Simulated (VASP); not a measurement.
**InSe: single point with PBE+D3(BJ)**

The system is InSe, a slab with vacuum.

```
CELL_PARAMETERS angstrom
4.02661 0.00000 0.00000
-2.01331 3.48715 0.00000
0.00000 0.00000 28.27071
ATOMIC_POSITIONS crystal
Se 0.00000 0.00000 0.15918
Se 0.00000 0.00000 0.34967
Se 0.44444 0.88889 0.47382
Se 0.44444 0.88889 0.66432
In 0.66667 0.33333 0.20500
In 0.66667 0.33333 0.30385
In 0.11111 0.22222 0.51965
In 0.11111 0.22222 0.61849
```

This cell differs from its parent crystal: layers slid over each other.

```
Program                : VASP 6.6.1
Task                   : single point
Functional             : PBE
Dispersion             : D3(BJ)
Potentials or basis    : VASP PAW PBE potentials, release 64 (Se, In_d)
Cutoff                 : 400 eV
k mesh                 : 9 × 9 × 1
Occupations            : gaussian, width 0.05 eV
Spin                   : no spin polarisation
Dipole correction      : yes
Further INCAR settings : ALGO = Normal; EDIFF = 1e-06; NBANDS = 48; NELMDL = -8
```

```json
{
 "Largest force": "0.071 eV/Å",
 "Band gap on the k mesh": "1.21 eV (least direct gap 1.25 eV)",
 "Dispersion energy per atom": "-0.249 eV"
}
```

Forces in eV/Å, atoms in the order of the input:
```
Se   0.000  0.001 -0.012
Se   0.000  0.011  0.070
Se   0.000 -0.002 -0.071
Se   0.000  0.001  0.012
In   0.000  0.002  0.014
In   0.000 -0.006  0.024
In   0.000 -0.006 -0.023
In   0.000 -0.001 -0.014
```

Levels at points of the mesh, in eV from the valence-band top:
| k point | band 36 | band 37 | band 38 | band 39 | band 40 | band 41 |
| --- | --- | --- | --- | --- | --- | --- |
| (0.00, 0.00, 0.00) | -0.59 | -0.58 | -0.04 | 1.21 | 1.69 | 2.59 |

It took 8.6 min on 1 thread of Intel(R) Xeon(R) 6975P-C (Granite Rapids), with other jobs on the host, peak memory 0.52 GiB.

Caveat: the cell differs from its parent crystal (layers slid over each other); spin-orbit coupling is left out, which moves the levels of the heavy elements.
